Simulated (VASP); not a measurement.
K, 2 atoms in the cell. Symmetry: Fd-3m, No. 227, cubic system. The conventional cell has a = 8.717 Å, b = 8.717 Å, c = 8.717 Å, α = 90.00°, β = 90.00°, γ = 90.00°. K (site symmetry -43m) has 4 K at 3.77 Å within 5.0 Å. This isn't the form of K at room conditions, which is bcc.

| Item | Value |
| --- | --- |
| Program | VASP 6.6.1 |
| Task | relaxation of cell and atoms |
| Functional | PBE |
| Potentials or basis | VASP PAW PBE potentials, release 64 (K_sv) |
| Cutoff | 600 eV |
| k mesh | 8 × 8 × 8 |
| Occupations | fermi-dirac, width 0.05 eV |
| Spin | no spin polarisation |
| Target pressure | 0.33 GPa |
| Dipole correction | no |
| Further INCAR settings | ALGO = Normal; EDIFF = 1e-07; IBRION = 2; EDIFFG = -0.005; NSW = 60; ISIF = 3 |

Potentials or basis: VASP PAW PBE potentials, release 64 (K_sv).

Run with:

```bash
$ cat potpaw_PBE.64/K_sv/POTCAR > POTCAR
$ mpirun -np 1 vasp_std > vasp.out
```

Hardware: 1 thread of Intel Xeon 8259CL, with other jobs on the host.

**Question.** Estimate the wall time of this run.

**Answer.** Wall time 9.5 min on 1 thread of Intel Xeon 8259CL (shared host), peak memory 0.4 GiB. Counts: scf iterations 47, k points 29, ion steps 4.
